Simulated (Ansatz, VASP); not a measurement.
HfN: VASP beside Ansatz

File INCAR:

```
SYSTEM = HfN
ALGO = Normal ; EDIFF = 1E-6
ENCUT = 520 ; GGA = PE
ISIF = 2 ; ISMEAR = 0
LASPH = .TRUE. ; LCHARG = .FALSE.
LREAL = .FALSE. ; LWAVE = .FALSE.
NBANDS = 14 ; NELM = 60
PREC = Accurate ; SIGMA = 0.15
```

Contents of KPOINTS:

```
k-points
0
G
  22 22 22
  0 0 0
```

The input POSCAR:

```
HfN
1.0
    0.0000000000      2.4577269413      2.4577269413
    2.4577269413      0.0000000000      2.4577269413
    2.4577269413      2.4577269413      0.0000000000
Hf N
1 1
Direct
    0.0000000000      0.0000000000      0.0000000000
    0.7500000000      0.7500000000      0.7500000000
```

Input for Ansatz:

```yaml
crystal:
  lattice:
    - [0.0, 2.4577269413, 2.4577269413]
    - [2.4577269413, 0.0, 2.4577269413]
    - [2.4577269413, 2.4577269413, 0.0]
  atoms:
    - { symbol: Hf, position: [0.0, 0.0, 0.0] }
    - { symbol: "N", position: [0.75, 0.75, 0.75] }
basis:
  ecutwfc: 420
kpoints:
  mp_grid: { grid: [22, 22, 22] }
hamiltonian:
  xc: pbe
scf:
  occupations: { method: gaussian, width: 0.15 }
output:
  forces: true
  stress: true
  eigenvalues: true
```

Alike in both runs: task single point; functional PBE; k mesh 22 × 22 × 22; occupations gaussian, width 0.15 eV; no spin polarisation.

|  | VASP | Ansatz |
| --- | --- | --- |
| version | VASP 6.6.1 | Ansatz 0.2.0 |
| potentials or method | VASP PAW PBE potentials, release 64 (Hf_pv, N), cutoff 520 eV | scalar-relativistic, plane waves, PAW |
| valence electrons in the cell | 15 | 31 |

|  | VASP | Ansatz | Ansatz less VASP |
| --- | --- | --- | --- |
| gap on the k mesh at the Fermi level (eV) | none | none | - |
| pressure (GPa) | -1.0 | 0.0 | +1.06 |

A gap of «none» marks a metal or a gap that the smearing closes. The functional is the same, so the differences come from potentials, cutoffs and numerics. VASP's potentials hold 15 valence electrons a cell and Ansatz's 31, so a difference there can come from the potentials and not from the codes.

Neither program's run includes spin-orbit coupling.
